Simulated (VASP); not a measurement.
A run of VASP 6.6.1:

POSCAR

```
TiC2
1.0
    0.0000000000      4.6386345446      4.6386345446
    4.6386345446      0.0000000000      4.6386345446
    4.6386345446      4.6386345446      0.0000000000
Ti C
2 4
Direct
    0.5000000000      0.5000000000      0.5000000000
    0.7500000000      0.7500000000      0.7500000000
    0.6250000000      0.6250000000      0.6250000000
    0.1250000000      0.6250000000      0.6250000000
    0.6250000000      0.6250000000      0.1250000000
    0.6250000000      0.1250000000      0.6250000000
```

The input INCAR.step1:

```
SYSTEM = TiC2
PREC = Accurate
ENCUT = 520
ISMEAR = 0
SIGMA = 0.1
LREAL = .False.
LASPH = .True.
NELM = 60
NBANDS = 29
GGA = PE
ALGO = Normal
EDIFF = 1E-4
LWAVE = .True.
LCHARG = .False.
```

File INCAR.step2:

```
SYSTEM = TiC2
PREC = Accurate
ENCUT = 520
EDIFF = 1E-6
ISMEAR = 0
SIGMA = 0.1
LREAL = .False.
LASPH = .True.
NELM = 60
ALGO = Normal
ISIF = 2
LWAVE = .False.
LCHARG = .False.
METAGGA = R2SCAN
LMIXTAU = .True.
NBANDS = 29
ISTART = 1
```

File KPOINTS:

```
regular mesh
0
Gamma
  4 4 4
  0 0 0
```

Potentials or basis: VASP PAW PBE potentials, release 64 (Ti_sv, C).

Run with:

```sh
$ cat potpaw_PBE.64/Ti_sv/POTCAR potpaw_PBE.64/C/POTCAR > POTCAR
$ cp INCAR.step1 INCAR
$ mpirun -np 1 vasp_std > vasp.out
$ cp INCAR.step2 INCAR
$ mpirun -np 1 vasp_std > vasp.out
```

Hardware: 1 thread of Intel(R) Xeon(R) Platinum 8375C CPU @ 2.90GHz (Ice Lake), with other jobs on the host.

Question: How long does it take, and how much memory?

Answer: Run time: 9.8 min on 1 thread of Intel(R) Xeon(R) Platinum 8375C CPU @ 2.90GHz (Ice Lake), with other jobs on the host, peak memory 0.4 GiB. Counts: k points 8.
